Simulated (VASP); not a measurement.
# Ge (I4_1/amd) in VASP: relaxation of the atoms with PBEsol

Aim: the relaxation of the atoms of Ge with PBEsol.

Everything below comes from runs of VASP 6.6.1. Logs are shortened: lines on timing, memory, paths and dates and some standing lists are left out, and cuts for length are marked.

**1. The cell of the first run**

The structure is tetragonal, space group I4_1/amd (No. 141). The conventional cell has a = 3.853 Å, b = 3.853 Å, c = 5.812 Å, α = 90.00°, β = 90.00°, γ = 90.00°. Within 3.2 Å of Ge (site symmetry -4m2) lie 4 Ge at 2.41 Å.

**2. Relaxation of the atoms, PBEsol (strained cell)**

INCAR

```
SYSTEM = Ge
  PREC = Accurate
  ENCUT = 450
  EDIFF = 1E-7
  ISMEAR = 0
  SIGMA = 0.1
  LREAL = .False.
  LASPH = .True.
  NELM = 120
  ALGO = Normal
  ISIF = 2
  LWAVE = .False.
  LCHARG = .False.
  GGA = PS
  IBRION = 2
  NSW = 60
  EDIFFG = -0.002
  GGA_COMPAT = .False.
  NELMIN = 4
```

KPOINTS

```
regular mesh
0
Gamma
  12 12 12
  0 0 0
```

POSCAR

```
Ge
1.0
    0.0000000000      2.7243507752      2.9059741602
    2.7243507752      0.0000000000      2.9059741602
    2.7243507752      2.7243507752      0.0000000000
Ge
2
Direct
    0.0000000000      0.0000000000      0.0000000000
    0.2500000000      0.2500000000      0.2500000000
```

Potentials or basis: VASP PAW PBE potentials, release 64 (Ge_d).

Command:

```console
> cat potpaw_PBE.64/Ge_d/POTCAR > POTCAR
> mpirun -np 1 vasp_std > vasp.out
```

OUTCAR:

```text
SYSTEM = Ge
   PREC = Accurate
   ENCUT = 450
   EDIFF = 1E-7
   ISMEAR = 0
   LREAL = .False.
   LASPH = .True.
   NELM = 120
   ISIF = 2
   GGA = PS
   IBRION = 2
   NSW = 60
   EDIFFG = -0.002
   NELMIN = 4

 ion  position               nearest neighbor table
   1  0.000  0.000  0.000-   2 2.41   2 2.41   2 2.41   2 2.41
   2  0.250  0.250  0.250-   1 2.41   1 2.41   1 2.41   1 2.41

  LATTYP: Found a body centered tetragonal cell.
 ALAT       =     3.8528138149
 C/A-ratio  =     1.5084944665

  Lattice vectors:

 A1 = (  -2.7243507752,   0.0000000000,   2.9059741602)
 A2 = (   2.7243507752,   0.0000000000,   2.9059741602)
 A3 = (   0.0000000000,   2.7243507752,  -2.9059741602)

Analysis of symmetry for initial positions (statically):
=====================================================================
 Subroutine PRICEL returns:
 Original cell was already a primitive cell.

 Routine SETGRP: Setting up the symmetry group for a
 body centered tetragonal supercell.

 Subroutine GETGRP returns: Found 16 space group operations
 (whereof  8 operations were pure point group operations)
 out of a pool of 16 trial point group operations.

The static configuration has the point symmetry D_2d.
 The point group associated with its full space group is D_4h.

Analysis of symmetry for dynamics (positions and initial velocities):
=====================================================================
 Subroutine PRICEL returns:
 Original cell was already a primitive cell.

 Routine SETGRP: Setting up the symmetry group for a
 body centered tetragonal supercell.

 Subroutine GETGRP returns: Found 16 space group operations
 (whereof  8 operations were pure point group operations)
 out of a pool of 16 trial point group operations.

The dynamic configuration has the point symmetry D_2d.
 The point group associated with its full space group is D_4h.

 Subroutine INISYM returns: Found 16 space group operations
 (whereof  8 operations are pure point group operations),
 and found     1 'primitive' translations

----------------------------------------------------------------------------------------

                                     Primitive cell

  volume of cell :      43.1368

  direct lattice vectors                    reciprocal lattice vectors
     0.000000000  2.724350775  2.905974160    -0.183529964  0.183529964  0.172059341
     2.724350775  0.000000000  2.905974160     0.183529964 -0.183529964  0.172059341
     2.724350775  2.724350775  0.000000000     0.183529964  0.183529964 -0.172059341

  length of vectors
     3.983311809  3.983311809  3.852813815     0.311401529  0.311401529  0.311401529

  position of ions in fractional coordinates (direct lattice)
     0.000000000  0.000000000  0.000000000
     0.250000000  0.250000000  0.250000000

  ion indices of the primitive-cell ions
   primitive index   ion index
                 1           1
                 2           2

----------------------------------------------------------------------------------------

 KPOINTS: regular mesh

Automatic generation of k-mesh.
 Grid dimensions read from file:
 generate k-points for:   12   12   12

 Generating k-lattice:

  Cartesian coordinates                     Fractional coordinates (reciprocal lattice)
    -0.015294164  0.015294164  0.014338278     0.083333333  0.000000000  0.000000000
     0.015294164 -0.015294164  0.014338278     0.000000000  0.083333333  0.000000000
     0.015294164  0.015294164 -0.014338278     0.000000000  0.000000000  0.083333333

  Length of vectors
     0.025950127  0.025950127  0.025950127

  Shift w.r.t. Gamma in fractional coordinates (k-lattice)
     0.000000000  0.000000000  0.000000000

 Subroutine IBZKPT returns following result:
 ===========================================

 Found    163 irreducible k-points:

 Following reciprocal coordinates:
            Coordinates               Weight
  0.000000  0.000000  0.000000      1.000000
  0.083333  0.000000  0.000000      8.000000
  0.166667  0.000000  0.000000      8.000000
  0.250000  0.000000  0.000000      8.000000
  0.333333  0.000000  0.000000      8.000000
  0.416667  0.000000  0.000000      8.000000
[... 16 lines left out ...]
  0.500000  0.166667  0.000000      8.000000
 -0.416667  0.166667  0.000000      8.000000
 [... further k-points ...]
   k-points           NKPTS =    163   k-points in BZ     NKDIM =    163   number of bands    NBANDS=     18
   number of dos      NEDOS =    301   number of ions     NIONS =      2
   total plane-waves  NPLWV =  21952
   dimension x,y,z NGX =    28 NGY =   28 NGZ =   28
   dimension x,y,z NGXF=    56 NGYF=   56 NGZF=   56
   ions per type =               2
   NGX,Y,Z   is equivalent  to a cutoff of  11.69, 11.69, 12.08 a.u.
   NGXF,Y,Z  is equivalent  to a cutoff of  23.37, 23.37, 24.16 a.u.
 SYSTEM =  Ge
   PREC   = accura    normal or accurate (medium, high low for compatibility)
   ISTART =      0    job   : 0-new  1-cont  2-samecut
   ICHARG =      2    charge: 1-file 2-atom 10-const
   ISPIN  =      1    spin polarized calculation?
   LNONCOLLINEAR =      F non collinear calculations
   LSORBIT =      F    spin-orbit coupling
   LASPH  =      T    aspherical Exc in radial PAW
   ENCUT  =  450.0 eV  33.07 Ry    5.75 a.u.   6.89  6.89  6.66*2*pi/ulx,y,z
   NELM   =    120;   NELMIN=  4; NELMDL= -5     # of ELM steps
   EDIFF  = 0.1E-06   stopping-criterion for ELM
   LREAL  =      F    real-space projection
   EDIFFG = -.2E-02   stopping-criterion for IOM
   NSW    =     60    number of steps for IOM
   IBRION =      2    ionic relax: 0-MD 1-quasi-New 2-CG
   NFREE  =      1    steps in history (QN), initial steepest desc. (CG)
   ISIF   =      2    stress and relaxation
   ISYM   =      2    0-nonsym 1-usesym 2-fastsym
   POTIM  = 0.5000    time-step for ionic-motion
   TEBEG  =    0.0;   TEEND  =   0.0 temperature during run
   PSTRESS=    0.0 pullay stress
   NELECT =      28.0000    total number of electrons
   NUPDOWN=      -1.0000    fix difference up-down
   EMIN   =  10.00;   EMAX   =-10.00  energy-range for DOS
   EFERMI =   0.00;   METHOD = LEGACY
   ISMEAR =     0;   SIGMA  =   0.10  broadening in eV -4-tet -1-fermi 0-gaus
   EFERMI_NEDOS =   21; number of points for ismear=-14 and -15
   IALGO  =     38    algorithm
   IMIX   =      4    mixing-type and parameters
     AMIX     =   0.40;   BMIX     =  1.00
     AMIX_MAG =   1.60;   BMIX_MAG =  1.00
  volume/ion in A,a.u.               =      21.57       145.55
  Fermi-wavevector in a.u.,A,eV,Ry     =   1.417462  2.678616 27.336825  2.009200
  Thomas-Fermi vector in A             =   2.538690
   LORBIT       =      0    0 simple, 1 ext, 2 COOP (PROOUT), +10 PAW based schemes
   GGA     = PS    functional components
   LHFCALC =     F    Hartree Fock is set to
   AEXX    =    0.0000 exact exchange contribution
   IVDW    =     0    specifies the selected vdW correction
   LEPSILON=     F    determine dielectric tensor
   LRPA    =     F    only Hartree local field effects (RPA)
 conjugate gradient relaxation of ions
 non-spin polarized calculation
 Gauss-broadening in eV      SIGMA  =   0.10
  energy-cutoff  :      450.00
  volume of cell :       43.14
 maximum number of plane-waves:       958
   NGX = 13   NGY = 13   NGZ = 13

 number of electron      28.0000040 magnetization

 Free energy of the ion-electron system (eV)
  ---------------------------------------------------
  ext. energy  EPLUGINS =         0.00000000
  ---------------------------------------------------
  free energy    TOTEN  =        -9.80978805 eV

  energy without entropy =       -9.80934636  energy(sigma->0) =       -9.80956721

 E-fermi :   5.4870     XC(G=0): -10.3653

 val. band max:        5.4012961606   @ k =  -0.0833   0.0833   0.0000
 cond. band min:       5.5301786143   @ k =   0.5000   0.0000   0.0000
 fundamental gap:      0.1288824537
 Fermi energy:         5.4869540628

 k-point     1 :       0.0000    0.0000    0.0000
  band No.  band energies     occupation
      1     -19.4977      2.00000
      2     -19.4977      2.00000
      3     -19.4796      2.00000
      4     -19.4556      2.00000
      5     -19.4469      2.00000
      6     -19.2332      2.00000
[... 10 lines left out ...]
     17       7.8177      0.00000
     18       8.1225      0.00000

 k-point     2 :       0.0833    0.0000    0.0000
  band No.  band energies     occupation
      1     -19.5024      2.00000
      2     -19.4976      2.00000
      3     -19.4846      2.00000
      4     -19.4471      2.00000
      5     -19.4410      2.00000
      6     -19.2360      2.00000
[... 10 lines left out ...]
     17       8.0897      0.00000
     18       8.5135      0.00000

 k-point     3 :       0.1667    0.0000    0.0000
  band No.  band energies     occupation
      1     -19.5116      2.00000
      2     -19.5003      2.00000
      3     -19.4873      2.00000
      4     -19.4321      2.00000
      5     -19.4288      2.00000
      6     -19.2427      2.00000
[... 10 lines left out ...]
     17       8.6356      0.00000
     18       9.7251      0.00000

 k-point     4 :       0.2500    0.0000    0.0000
  band No.  band energies     occupation
      1     -19.5199      2.00000
      2     -19.5047      2.00000
      3     -19.4843      2.00000
      4     -19.4181      2.00000
      5     -19.4170      2.00000
      6     -19.2496      2.00000
[... 10 lines left out ...]
     17       9.0719      0.00000
     18      11.1992      0.00000

 k-point     5 :       0.3333    0.0000    0.0000
  band No.  band energies     occupation
      1     -19.5255      2.00000
      2     -19.5073      2.00000
      3     -19.4801      2.00000
      4     -19.4088      2.00000
      5     -19.4082      2.00000
      6     -19.2547      2.00000
[... 10 lines left out ...]
     17       9.2967      0.00000
     18      12.5198      0.00000

 k-point     6 :       0.4167    0.0000    0.0000
  band No.  band energies     occupation
      1     -19.5286      2.00000
      2     -19.5080      2.00000
      3     -19.4768      2.00000
      4     -19.4046      2.00000
      5     -19.4029      2.00000
      6     -19.2573      2.00000
[... 10 lines left out ...]
     17       9.3214      0.00000
     18      12.4728      0.00000

 k-point     7 :       0.5000    0.0000    0.0000
  band No.  band energies     occupation
      1     -19.5294      2.00000
      2     -19.5080      2.00000
      3     -19.4755      2.00000
      4     -19.4034      2.00000
      5     -19.4014      2.00000
      6     -19.2582      2.00000
[... 10 lines left out ...]
     17       9.3076      0.00000
     18      12.3759      0.00000

 k-point     8 :       0.0833    0.0833    0.0000
  band No.  band energies     occupation
      1     -19.5012      2.00000
      2     -19.5012      2.00000
      3     -19.4924      2.00000
      4     -19.4426      2.00000
      5     -19.4348      2.00000
      6     -19.2512      2.00000
[... 10 lines left out ...]
     17       8.4833      0.00000
     18       8.4833      0.00000
[... 229 lines left out ...]
     17       9.7972      0.00000
     18       9.7972      0.00000

 k-point    20 :       0.2500    0.1667    0.0000
  band No.  band energies     occupation
      1     -19.5194      2.00000
      2     -19.5173      2.00000
      3     -19.5005      2.00000
      4     -19.4200      2.00000
      5     -19.3816      2.00000
      6     -19.3052      2.00000
[... 10 lines left out ...]
     17      10.1453      0.00000
     18      10.4615      0.00000

 k-point    21 :       0.3333    0.1667    0.0000
  band No.  band energies     occupation
      1     -19.5280      2.00000
      2     -19.5242      2.00000
      3     -19.4901      2.00000
      4     -19.4085      2.00000
      5     -19.3677      2.00000
      6     -19.3165      2.00000
[... 10 lines left out ...]
     17      10.1608      0.00000
     18      10.8405      0.00000

 k-point    22 :       0.4167    0.1667    0.0000
  band No.  band energies     occupation
      1     -19.5333      2.00000
      2     -19.5299      2.00000
      3     -19.4768      2.00000
      4     -19.3978      2.00000
      5     -19.3624      2.00000
      6     -19.3180      2.00000
[... 10 lines left out ...]
     17      10.8272      0.00000
     18      10.9821      0.00000

 k-point    23 :       0.5000    0.1667    0.0000
  band No.  band energies     occupation
      1     -19.5347      2.00000
      2     -19.5340      2.00000
      3     -19.4643      2.00000
      4     -19.3886      2.00000
      5     -19.3664      2.00000
      6     -19.3098      2.00000
[... 10 lines left out ...]
     17      10.5839      0.00000
     18      12.3733      0.00000

 k-point    24 :      -0.4167    0.1667    0.0000
  band No.  band energies     occupation
      1     -19.5364      2.00000
      2     -19.5320      2.00000
      3     -19.4560      2.00000
      4     -19.3816      2.00000
      5     -19.3776      2.00000
      6     -19.2949      2.00000
[... 10 lines left out ...]
     17      10.2771      0.00000
     18      13.1203      0.00000

 [... further k-points ...]

------------------------ aborting loop because EDIFF is reached ----------------------------------------

  FORCE on cell =-STRESS in cart. coord.  units (eV):
  Direction    XX          YY          ZZ          XY          YZ          ZX
  --------------------------------------------------------------------------------------
  -------------------------------------------------------------------------------------
  Total        1.5643824      1.5643824      0.1218008      0.0000000     -0.0000000      0.0000000
  in kB       58.1039572     58.1039572      4.5239011      0.0000000     -0.0000000      0.0000000
  external PRESSURE =      40.2439385 kB  Pullay stress =       0.0000000 kB

 VOLUME and BASIS-vectors are now :
 -----------------------------------------------------------------------------
  energy-cutoff  :      450.00
  volume of cell :       43.14
      direct lattice vectors                 reciprocal lattice vectors
     0.000000000  2.724350775  2.905974160    -0.183529964  0.183529964  0.172059341
     2.724350775  0.000000000  2.905974160     0.183529964 -0.183529964  0.172059341
     2.724350775  2.724350775  0.000000000     0.183529964  0.183529964 -0.172059341

 POSITION                                       TOTAL-FORCE (eV/Angst)
 -----------------------------------------------------------------------------------
      0.00000      0.00000      0.00000        -0.000000      0.000000      0.000000
      1.36218      1.36218      1.45299         0.000000      0.000000     -0.000000
 -----------------------------------------------------------------------------------
    total drift:                                0.000000      0.000000      0.000000

  FREE ENERGIE OF THE ION-ELECTRON SYSTEM (eV)
  ---------------------------------------------------
  free  energy   TOTEN  =        -9.8097880542 eV

  energy  without entropy=       -9.8093463634  energy(sigma->0) =       -9.80956721

 reached required accuracy - stopping structural energy minimisation
```

Run time: 36 s. Hardware: 1 thread of Intel Xeon 6975P-C (Granite Rapids), shared host; peak memory 0.21 GiB.

What came out:

- Free energy: -9.8098 eV
- Pressure after relaxing: 4.0 GPa
- Band gap on the k mesh: zero (filled and empty bands touch)

Final structure:
```
Ge
1.0
     0.00000    2.72435    2.90597
     2.72435    0.00000    2.90597
     2.72435    2.72435    0.00000
Ge
2
Direct
  0.00000 0.00000 0.00000
  0.25000 0.25000 0.25000
```

Levels at points of the mesh, in eV from the Fermi level:
```
           k point  band 11  band 12  band 13  band 14  band 15  band 16  band 17  band 18
(0.00, 0.00, 0.00)   -13.31    -0.51     0.04     0.04     0.26     2.33     2.33     2.64
(0.50, 0.00, 0.00)   -11.09    -8.00    -1.94    -1.30     0.04     3.48     3.82     6.89
(0.50, 0.50, 0.00)    -9.46    -9.46    -3.07    -3.07     0.83     0.83     9.70     9.70
(0.50, 0.00, 0.50)    -9.11    -9.11    -3.54    -3.54     0.29     0.29     9.49     9.49
```

Caveat: the cell differs from its parent crystal (strained cell); the relaxation stopped at its first step, so nothing moved; semilocal functionals underestimate gaps, so a narrow gap can read as zero; the PAW data sets were made with another functional, which shifts forces and pressure a little.
